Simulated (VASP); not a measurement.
Runs of VASP 6.6.1 on GaP. The structure is that of space group F-43m (No. 216), or close to it. The cells are those of the table. 

```tsv
cell	gap on the mesh (eV)	pressure (GPa)
a = 3.815 Å, angles 60.0°, 2 atoms	1.45	(c)
a = 3.775 Å, angles 60.0°, 2 atoms	1.38	(a)
a = 3.854 Å, angles 60.0°, 2 atoms	1.51	-0.6
a = 3.892 Å, angles 60.0°, 2 atoms	1.49	-2.9
a = 3.930 Å, angles 60.0°, 2 atoms	(b)	-4.8
```

Alike in all rows: task single point; level PBEsol; potentials or basis VASP PAW PBE potentials, release 64 (Ga_d, P); no spin polarisation; k mesh 6 × 6 × 6; cutoff (eV) 520; smearing gaussian 0.01 eV.

Question: Fill in the values left out.

Answer: (a) 5.2; (b) 1.28; (c) 2.1.

Caveats: the PAW data sets were made with another functional, which shifts forces and pressure a little.

A k mesh can miss the band edges, and the runs leave out spin-orbit coupling on Ga.
